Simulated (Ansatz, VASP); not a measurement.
## C: VASP beside Ansatz

```
CELL_PARAMETERS angstrom
2.44494 0.00000 0.00000
-1.22247 2.11738 0.00000
0.00000 0.00000 6.64562
ATOMIC_POSITIONS crystal
C 0.00000 0.00000 0.00250
C 0.00000 0.00000 0.50250
C 0.33333 0.66667 0.00250
C 0.66667 0.33333 0.50250
```

Alike in both runs: functional LDA; k mesh 18 × 18 × 6; occupations fermi-dirac, width 0.15 eV; no spin polarisation.

Ansatz relaxed the structure, and its values are those at the end. VASP's run is a single point on that final structure, the one shown.

```csv
,VASP,Ansatz
version,VASP 6.6.1,Ansatz 0.2.0
potentials or method,"VASP PAW LDA potentials, release 64 (C), cutoff 520 eV","scalar-relativistic, plane waves, PAW"
valence electrons in the cell,16,16
```

```tsv
	VASP	Ansatz	Ansatz less VASP
gap on the k mesh at the Fermi level (eV)	none	none	-
pressure (GPa)	0.8	0.0	-0.82
```

LDA's correlation is that of Perdew and Zunger in VASP and of Perdew and Wang (1992) in Ansatz. A gap of «none» marks a metal or a gap that the smearing closes.
